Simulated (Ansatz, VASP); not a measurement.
## Two plane-wave programs on LiMgBN2

Contents of INCAR:

```
SYSTEM = LiMgBN2
  PREC = Accurate
  ENCUT = 520
  EDIFF = 1E-7
  ISMEAR = 0
  SIGMA = 0.05
  LREAL = .False.
  LASPH = .True.
  NELM = 80
  ALGO = Normal
  ISIF = 2
  LWAVE = .False.
  LCHARG = .False.
  GGA = PS
  NBANDS = 17
```

Contents of KPOINTS:

```
regular mesh
0
Gamma
  8 8 8
  0 0 0
```

File POSCAR:

```
LiMgBN2
1.0
   -1.8441306648      1.8441306648      4.3180788837
    1.8441306648     -1.8441306648      4.3180788837
    1.8441306648      1.8441306648     -4.3180788837
Li Mg B N
1 1 1 2
Direct
    0.2500000000      0.7500000000      0.5000000000
    0.7500000000      0.2500000000      0.5000000000
    0.5000000000      0.5000000000      0.0000000000
    0.6335425343      0.6335425343      0.0000000000
    0.3664574657      0.3664574657      0.0000000000
```

Input for Ansatz:

```yaml
crystal:
  lattice:
    - [-1.8441306648, 1.8441306648, 4.3180788837]
    - [1.8441306648, -1.8441306648, 4.3180788837]
    - [1.8441306648, 1.8441306648, -4.3180788837]
  atoms:
    - { symbol: Li, position: [0.25, 0.75, 0.5] }
    - { symbol: Mg, position: [0.75, 0.25, 0.5] }
    - { symbol: B, position: [0.5, 0.5, 0.0] }
    - { symbol: "N", position: [0.6335425343, 0.6335425343, 0.0] }
    - { symbol: "N", position: [0.3664574657, 0.3664574657, 0.0] }
basis:
  ecutwfc: 520.0
kpoints:
  mp_grid: { grid: [8, 8, 8] }
hamiltonian:
  xc: pbesol
  pseudopotentials: { kind: paw }
scf:
  occupations: { method: gaussian, width: 0.05 }
output:
  forces: true
  stress: true
  eigenvalues: true
```

Alike in both runs: task single point; functional PBEsol; k mesh 8 × 8 × 8; occupations gaussian, width 0.05 eV; no spin polarisation.

|  | VASP | Ansatz |
| --- | --- | --- |
| version | VASP 6.6.1 | Ansatz 0.2.0 |
| potentials or method | VASP PAW PBE potentials, release 64 (Li_sv, Mg, B, N), cutoff 520 eV | scalar-relativistic, plane waves, PAW |
| valence electrons in the cell | 18 | 26 |

Ansatz gave:

- gap on the k mesh at the Fermi level (eV): 2.96
- least direct gap on the mesh (eV): 3.14
- rms of the force components (eV/Å): 6.587

Problem. What did VASP give for the same quantities?

Solution. gap on the k mesh at the Fermi level (eV): 2.95; least direct gap on the mesh (eV): 3.11; rms of the force components (eV/Å): 6.609.

VASP's potentials were made for PBE, not for PBEsol. Atom by atom the forces differ by 0.022 eV/Å (rms over components). The functional is the same, so the differences come from potentials, cutoffs and numerics. VASP's potentials hold 18 valence electrons a cell and Ansatz's 26, so a difference there can come from the potentials and not from the codes.

Noted on VASP's run: the cutoff is under 1.25 times that of the potentials, so the pressure is a little rough.
